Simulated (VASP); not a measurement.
Write the native input for VASP 6.6.1 that does the following.

| Property | Result |
| --- | --- |
| Task | single point |
| Functional | r2SCAN |
| Potentials or basis | VASP PAW PBE potentials, release 64 (Sr_sv, Cl) |
| Cutoff | 520 eV |
| k mesh | 6 × 6 × 6 |
| Occupations | gaussian, width 0.05 eV |
| Spin | no spin polarisation |
| Dipole correction | no |
| Further INCAR settings | ALGO = Normal; EDIFF = 1e-07; NBANDS = 19 |

The system is SrCl2.

```
Sr Cl
1.0
    -0.75536    3.15166    3.15166
     3.15166   -0.75536    3.15166
     3.15166    3.15166   -0.75536
Sr Cl
1 2
Direct
  0.00000 0.00000 0.00000
  0.25000 0.25000 0.25000
  0.75000 0.75000 0.75000
```

This cell differs from its parent crystal: ratio of the length along [111] to the lengths across it x 0.71, volume and fractional coordinates fixed.

These files were run (other wordings do the same):

POSCAR

```
SrCl2
1.0
   -0.7553572054      3.1516628226      3.1516628226
    3.1516628226     -0.7553572054      3.1516628226
    3.1516628226      3.1516628226     -0.7553572054
Sr Cl
1 2
Direct
    0.0000000000      0.0000000000      0.0000000000
    0.2500000000      0.2500000000      0.2500000000
    0.7500000000      0.7500000000      0.7500000000
```

INCAR.step1

```
  PREC = Accurate
  ENCUT = 520
  ISMEAR = 0
  SIGMA = 0.05
  LREAL = F
  LASPH = T
  NELM = 60
  NBANDS = 19
  GGA = PE
  ALGO = Normal
  EDIFF = 1E-4
  LWAVE = T
  LCHARG = F
```

INCAR.step2

```
  PREC = Accurate
  ENCUT = 520
  EDIFF = 1E-7
  ISMEAR = 0
  SIGMA = 0.05
  LREAL = F
  LASPH = T
  NELM = 60
  ALGO = Normal
  ISIF = 2
  LWAVE = F
  LCHARG = F
  METAGGA = R2SCAN
  LMIXTAU = T
  NBANDS = 19
  ISTART = 1
```

KPOINTS

```
Automatic mesh
0
Gamma
  6 6 6
```

Potentials or basis: VASP PAW PBE potentials, release 64 (Sr_sv, Cl).

The run is started by

```console
$ cat potpaw_PBE.64/Sr_sv/POTCAR potpaw_PBE.64/Cl/POTCAR > POTCAR
$ cp INCAR.step1 INCAR
$ mpirun -np 1 vasp_std > vasp.out
$ cp INCAR.step2 INCAR
$ mpirun -np 1 vasp_std > vasp.out
```

It gave:

| Item | Value |
| --- | --- |
| Pressure | 10.9 GPa |
| Largest force | 4.277 eV/Å |
| Band gap on the k mesh | 5.69 eV, indirect (least direct gap 5.71 eV) |

Caveat: the PAW data sets were made with another functional, which shifts forces and pressure a little.

It took 3.9 min on 1 thread of Intel Xeon 8259CL, on a shared host, peak memory 0.24 GiB.
